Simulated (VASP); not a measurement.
# Si4F in VASP: further runs, part 2 of 2

VASP 6.6.1.

## (3) Single point, PBE, collinear spin, ferromagnetic start

The input, INCAR:

```
ALGO     = Normal         # electronic algorithm
DIPOL    = 0.5 0.5 0.343
EDIFF    = 1E-7           # SCF threshold, eV
ENCUT    = 520            # plane-wave cutoff, eV
GGA      = PE             # functional
IDIPOL   = 3            
ISIF     = 2              # what is computed and relaxed
ISMEAR   = 0              # smearing method
ISPIN    = 2              # spin polarisation
LASPH    = True           # aspherical terms in the spheres
LCHARG   = False          # write CHGCAR
LDIPOL   = True         
LORBIT   = 11             # projections on sites
LREAL    = False          # projectors in reciprocal space
LWAVE    = False          # write WAVECAR
MAGMOM   = 0 0 0 0 1      # initial moments
NBANDS   = 24             # bands
NELM     = 150            # most SCF steps
PREC     = Accurate       # precision mode
SIGMA    = 0.05           # smearing width, eV
```

The input, KPOINTS:

```
k-points
0
Gamma
  9 9 1
```

The input, POSCAR:

```
Si4F
1.0
    3.8675355481      0.0000000000      0.0000000000
   -1.9337677741      3.3493840347      0.0000000000
    0.0000000000      0.0000000000     19.4372968034
Si F
4 1
Direct
    0.3333333333      0.6666666667      0.2057899326
    0.0000000000      0.0000000000      0.2464055283
    0.0000000000      0.0000000000      0.3748662348
    0.6666666667      0.3333333334      0.4083539436
    1.0000000000      0.5000000000      0.4780369458
```

Potentials or basis: VASP PAW PBE potentials, release 64 (Si, F).

Run with:

```sh
cat potpaw_PBE.64/Si/POTCAR potpaw_PBE.64/F/POTCAR > POTCAR
mpirun -np 1 vasp_std > vasp.out
```

OUTCAR:

```text
EDIFF = 1E-7
   ENCUT = 520
   GGA = PE
   ISIF = 2
   ISMEAR = 0
   ISPIN = 2
   LASPH = True
   LORBIT = 11
   LREAL = False
   NELM = 150
   PREC = Accurate

 ion  position               nearest neighbor table
   1  0.333  0.667  0.206-   2 2.37   2 2.37   2 2.37
   2  0.000  0.000  0.246-   1 2.37   1 2.37   1 2.37   3 2.50
   3  0.000  0.000  0.375-   4 2.33   4 2.33   4 2.33   2 2.50
   4  0.667  0.333  0.408-   5 1.76   3 2.33   3 2.33   3 2.33
   5  0.000  0.500  0.478-   4 1.76

  LATTYP: Found a hexagonal cell.
 ALAT       =     3.8675355481
 C/A-ratio  =     5.0257577627

  Lattice vectors:

 A1 = (   3.8675355481,   0.0000000000,   0.0000000000)
 A2 = (  -1.9337677741,   3.3493840347,   0.0000000000)
 A3 = (   0.0000000000,   0.0000000000,  19.4372968034)

Analysis of symmetry for initial positions (statically):
=====================================================================
 Subroutine PRICEL returns:
 Original cell was already a primitive cell.

 Routine SETGRP: Setting up the symmetry group for a
 hexagonal supercell.

 Subroutine GETGRP returns: Found  2 space group operations
 (whereof  2 operations were pure point group operations)
 out of a pool of 24 trial point group operations.

The static configuration has the point symmetry C_1h.

Analysis of symmetry for dynamics (positions and initial velocities):
=====================================================================
 Subroutine PRICEL returns:
 Original cell was already a primitive cell.

 Routine SETGRP: Setting up the symmetry group for a
 hexagonal supercell.

 Subroutine GETGRP returns: Found  2 space group operations
 (whereof  2 operations were pure point group operations)
 out of a pool of 24 trial point group operations.

The dynamic configuration has the point symmetry C_1h.

[... 173 lines left out ...]
 Fermi energy:        -1.6717905234

 spin component 1

 k-point     1 :       0.0000    0.0000    0.0000
  band No.  band energies     occupation
      1     -25.5499      1.00000
      2     -12.8980      1.00000
      3     -11.8498      1.00000
      4      -8.1164      1.00000
      5      -6.5337      1.00000
      6      -6.4789      1.00000
[... 613 lines left out ...]
     22       6.1021      0.00000
     23       6.6091      0.00000

 [... further k-points ...]

 spin component 2

 k-point     1 :       0.0000    0.0000    0.0000
  band No.  band energies     occupation
      1     -25.5065      1.00000
      2     -12.7359      1.00000
      3     -11.6650      1.00000
      4      -8.0225      1.00000
      5      -6.4861      1.00000
      6      -6.3805      1.00000
[... 613 lines left out ...]
     22       6.4413      0.00000
     23       6.8289      0.00000

 [... further k-points ...]

 [bands above 23 left out]

------------------------ aborting loop because EDIFF is reached ----------------------------------------

 vacuum level on the upper side and lower side of the slab       (xc-potential included)         0.692        -0.696

  FORCE on cell =-STRESS in cart. coord.  units (eV):
  Direction    XX          YY          ZZ          XY          YZ          ZX
  --------------------------------------------------------------------------------------
  -------------------------------------------------------------------------------------
  Total       -0.7826232      0.9299474     -1.1464612     -1.4831296     -1.0765372     -1.8646163
  in kB       -4.9799867      5.9174395     -7.2951600     -9.4374479     -6.8502194    -11.8649233
  external PRESSURE =      -2.1192358 kB  Pullay stress =       0.0000000 kB

 VOLUME and BASIS-vectors are now :
 -----------------------------------------------------------------------------
  energy-cutoff  :      520.00
  volume of cell :      251.79
      direct lattice vectors                 reciprocal lattice vectors
     3.867535548  0.000000000  0.000000000     0.258562588  0.149281180  0.000000000
    -1.933767774  3.349384035  0.000000000     0.000000000  0.298562359  0.000000000
     0.000000000  0.000000000 19.437296803     0.000000000  0.000000000  0.051447483

 POSITION                                       TOTAL-FORCE (eV/Angst)
 -----------------------------------------------------------------------------------
     -0.00000      2.23292      4.00000         0.013587      0.007845      0.494741
      0.00000      0.00000      4.78946         0.152365      0.087968      0.014580
      0.00000      0.00000      7.28639        -0.606690     -0.350272     -1.215179
      1.93377      1.11646      7.93730         1.715232      0.990290      0.627478
     -0.96688      1.67469      9.29175        -1.274494     -0.735830      0.078380
 -----------------------------------------------------------------------------------
    total drift:                               -0.000097     -0.000055      0.000426

  FREE ENERGIE OF THE ION-ELECTRON SYSTEM (eV)
  ---------------------------------------------------
  free  energy   TOTEN  =       -24.8017507914 eV

  energy  without entropy=      -24.8013379162  energy(sigma->0) =      -24.80154435

 vacuum level on the upper side and lower side of the slab         4.472         2.972

 total charge

# of ion       s       p       d       tot
------------------------------------------
    1        0.792   0.843   0.000   1.636
    2        0.759   0.887   0.000   1.646
    3        0.774   0.920   0.000   1.694
    4        0.752   0.851   0.000   1.602
    5        1.748   4.324   0.000   6.073
--------------------------------------------------
tot          4.825   7.825   0.000  12.651

 magnetization (x)

# of ion       s       p       d       tot
------------------------------------------
    1        0.036   0.188   0.000   0.225
    2        0.003   0.013   0.000   0.017
    3        0.008   0.056   0.000   0.064
    4        0.008   0.019   0.000   0.027
    5        0.001   0.020   0.000   0.021
--------------------------------------------------
tot          0.057   0.296   0.000   0.354
```

OSZICAR:

```text
N       E                     dE             d eps       ncg     rms          rms(c)
DAV:   1     0.126672801087E+03    0.12667E+03   -0.79405E+03  2408   0.709E+02
DAV:   2    -0.100216212014E+02   -0.13669E+03   -0.13034E+03  3264   0.152E+02
DAV:   3    -0.251330366005E+02   -0.15111E+02   -0.14909E+02  3136   0.540E+01
[... 22 lines left out ...]
DAV:  26    -0.248017488942E+02   -0.37674E-05   -0.42094E-07  2584   0.234E-03    0.422E-04
DAV:  27    -0.248017501620E+02   -0.12677E-05   -0.96168E-08  2464   0.121E-03    0.276E-04
DAV:  28    -0.248017506093E+02   -0.44731E-06   -0.55872E-08  2488   0.847E-04    0.195E-04
DAV:  29    -0.248017507444E+02   -0.13513E-06   -0.15022E-08  2336   0.584E-04    0.139E-04
DAV:  30    -0.248017507914E+02   -0.47034E-07   -0.71406E-09  2408   0.451E-04
   1 F= -.24801751E+02 E0= -.24801544E+02  d E =-.412875E-03  mag=     1.0000
```

stdout:

```text
POSCAR found type information on POSCAR SiF
 POSCAR found :  2 types and       5 ions
 scaLAPACK will be used
 LDA part: xc-table for (Slater+PW92), standard interpolation
 POSCAR, INCAR and KPOINTS ok, starting setup
 FFT: planning ... GRIDC
 FFT: planning ... GRID_SOFT
 FFT: planning ... GRID
 WAVECAR not read
 entering main loop
```

Wall time 8.6 min (1 thread of Oxide Virtual Turin-like, shared host); peak memory 0.55 GiB.

Results:

```yaml
Free_energy: -24.8018 eV
Largest_force: 2.078 eV/Å
Band_gap_on_the_k_mesh: 0.04 eV, indirect (least direct gap 0.19 eV)
Net_moment: 1.00 μB per cell
Site_moments: Si +0.23, +0.02, +0.06, +0.03; F +0.02 μB
Valence_electrons_inside_the_program's_atomic_spheres: Si 1.64, 1.65, 1.69, 1.60; F 6.07
```

Forces on the atoms (eV/Å):
```
Si   0.014  0.008  0.495
Si   0.152  0.088  0.015
Si  -0.607 -0.350 -1.215
Si   1.715  0.990  0.627
F   -1.274 -0.736  0.078
```
